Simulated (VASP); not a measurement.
Input of a VASP 6.6.1 run:

Contents of INCAR:

```
SYSTEM = PbO2
  PREC = Accurate
  ENCUT = 520
  EDIFF = 1E-7
  ISMEAR = 0
  SIGMA = 0.02
  LREAL = .FALSE.
  LASPH = .TRUE.
  NELM = 100
  ALGO = Normal
  ISIF = 2
  LWAVE = .FALSE.
  LCHARG = .FALSE.
  GGA = PE
  NBANDS = 20
```

The input KPOINTS:

```
regular mesh
0
G
  12 12 6
  0 0 0
```

POSCAR

```
PbO2
1.0
    3.4151671594      0.0000000000      0.0000000000
   -1.7075835797      2.9576215182      0.0000000000
    0.0000000000      0.0000000000      5.4354946949
Pb O
1 2
Direct
    0.0000000000      0.0000000000      0.0000000000
    0.6666666667      0.3333333333      0.8046619849
    0.3333333333      0.6666666667      0.1953380151
```

Potentials or basis: VASP PAW PBE potentials, release 64 (Pb_d, O).

Launch:

```bash
$ cat potpaw_PBE.64/Pb_d/POTCAR potpaw_PBE.64/O/POTCAR > POTCAR
$ mpirun -np 1 vasp_std > vasp.out
```

Problem. What does it give for the band gap on the k mesh?

Solution. 0.91 eV (least direct gap 1.19 eV).

Problem. What does it give for the largest force?

Solution. 0.032 eV/Å.

Stress tensor (GPa, compression positive):
```
0.29 0.00 0.00
0.00 0.29 0.00
0.00 0.00 0.02
```

Caveat: spin-orbit coupling is left out, which moves the levels of the heavy elements. A k mesh can miss the band edges.
